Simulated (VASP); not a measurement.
A run of VASP 6.6.1 is set up as follows.

The input INCAR:

```
SYSTEM = TiRh
  PREC = Accurate
  ENCUT = 520
  EDIFF = 1E-6
  ISMEAR = -1
  SIGMA = 0.1
  LREAL = .FALSE.
  LASPH = .TRUE.
  NELM = 60
  ALGO = Normal
  ISIF = 2
  LWAVE = .FALSE.
  LCHARG = .FALSE.
  GGA = PS
  NBANDS = 20
```

The input KPOINTS:

```
regular mesh
0
G
  10 10 9
  0 0 0
```

Contents of POSCAR:

```
TiRh
1.0
    2.9880000000      0.0000000000      0.0000000000
    0.0000000000      2.9880000000      0.0000000000
    0.0000000000      0.0000000000      3.3500000000
Ti Rh
1 1
Direct
    0.5000000000      0.5000000000      0.5000000000
    0.0000000000      0.0000000000      0.0000000000
```

Potentials or basis: VASP PAW PBE potentials, release 64 (Ti_sv, Rh_pv).

Run with:

```console
$ cat potpaw_PBE.64/Ti_sv/POTCAR potpaw_PBE.64/Rh_pv/POTCAR > POTCAR
$ mpirun -np 1 vasp_std > vasp.out
```

**Question.** Predict the pressure.

**Answer.** -6.7 GPa.

Stress tensor (GPa, compression positive):
```
-7.22  0.00  0.00
 0.00 -7.22  0.00
 0.00  0.00 -5.65
```

Caveat: the PAW data sets were made with another functional, which shifts forces and pressure a little.
